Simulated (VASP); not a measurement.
A run of VASP 6.6.1 is set up as follows.

The input INCAR:

```
SYSTEM = TaNbO
PREC     = Accurate       ! precision mode
ENCUT    = 520            ! plane-wave cutoff, eV
EDIFF    = 1E-6           ! SCF threshold, eV
ISMEAR   = 0              ! smearing method
SIGMA    = 0.1            ! smearing width, eV
LREAL    = .FALSE.        ! projectors in reciprocal space
LASPH    = .TRUE.         ! aspherical terms in the spheres
NELM     = 150            ! most SCF steps
ALGO     = Normal         ! electronic algorithm
ISIF     = 2              ! what is computed and relaxed
LWAVE    = .FALSE.        ! write WAVECAR
LCHARG   = .FALSE.        ! write CHGCAR
ISPIN    = 2              ! spin polarisation
MAGMOM   = 1 0 0          ! initial moments
LORBIT   = 11             ! projections on sites
LMAXMIX  = 4              ! l up to which the mixer works
GGA      = PE             ! functional
NBANDS   = 26             ! bands
```

The input KPOINTS:

```
Automatic mesh
0
G
  6 6 6
  0 0 0
```

The input POSCAR:

```
TaNbO
1.0
   -2.3732386500      2.3732386500      2.0504308200
    2.3732386500     -2.3732386500      2.0504308200
    2.3732386500      2.3732386500     -2.0504308200
Ta Nb O
1 1 1
Direct
    0.7500000000      0.2500000000      0.5000000000
    0.5000000000      0.5000000000      0.0000000000
    0.2500000000      0.7500000000      0.5000000000
```

Potentials or basis: VASP PAW PBE potentials, release 64 (Ta_pv, Nb_sv, O).

Launch:

```sh
$ cat potpaw_PBE.64/Ta_pv/POTCAR potpaw_PBE.64/Nb_sv/POTCAR potpaw_PBE.64/O/POTCAR > POTCAR
$ mpirun -np 1 vasp_std > vasp.out
```

(1) Predict the net moment.

(2) What does it give for the band gap on the k mesh?

(3) Estimate the pressure.

Answers

(1) 0.00 μB per cell.

(2) zero (filled and empty bands overlap).

(3) 12.9 GPa.

Caveat: spin-orbit coupling is left out, which moves the levels of the heavy elements.
